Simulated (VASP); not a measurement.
**AlNi: single point with PBE**

AlNi:

```
Al Ni
1.0
     2.87136    0.00000    0.00000
     0.00000    2.87136    0.00000
     0.00000    0.00000    2.87136
Al Ni
1 1
Cartesian
  0.0000 0.0000 0.0000
  1.4357 1.4357 1.4357
```

This cell differs from its parent crystal: volume scaled by 0.99.

| Item | Value |
| --- | --- |
| Program | VASP 6.6.1 |
| Task | single point |
| Functional | PBE |
| Potentials or basis | VASP PAW PBE potentials, release 64 (Al, Ni) |
| Cutoff | 520 eV |
| k mesh | 13 × 13 × 13 |
| Occupations | fermi-dirac, width 0.05 eV |
| Spin | collinear spin, ferromagnetic start |
| Starting moments | [0.0, 1.5] μB |

```
Pressure                                              : 3.7 GPa
Net moment                                            : 0.00 μB per cell
Valence electrons inside the program's atomic spheres : Al 0.80; Ni 9.48
```

Levels at points of the mesh, in eV from the Fermi level:
Spin up:
| k point | band 4 | band 5 | band 6 | band 7 | band 8 | band 9 |
| --- | --- | --- | --- | --- | --- | --- |
| (0.00, 0.00, 0.00) | -1.54 | -1.54 | -1.54 | 5.56 | 5.56 | 5.56 |
Spin down:
```csv
k point,band 4,band 5,band 6,band 7,band 8,band 9
"(0.00, 0.00, 0.00)",-1.54,-1.54,-1.54,5.56,5.56,5.56
```

Wall time 71 s on 1 thread of Intel(R) Xeon(R) Platinum 8375C CPU @ 2.90GHz (Ice Lake) (shared host), peak memory 0.19 GiB.

Caveat: the starting moments collapsed, and a magnetic state may lie lower.
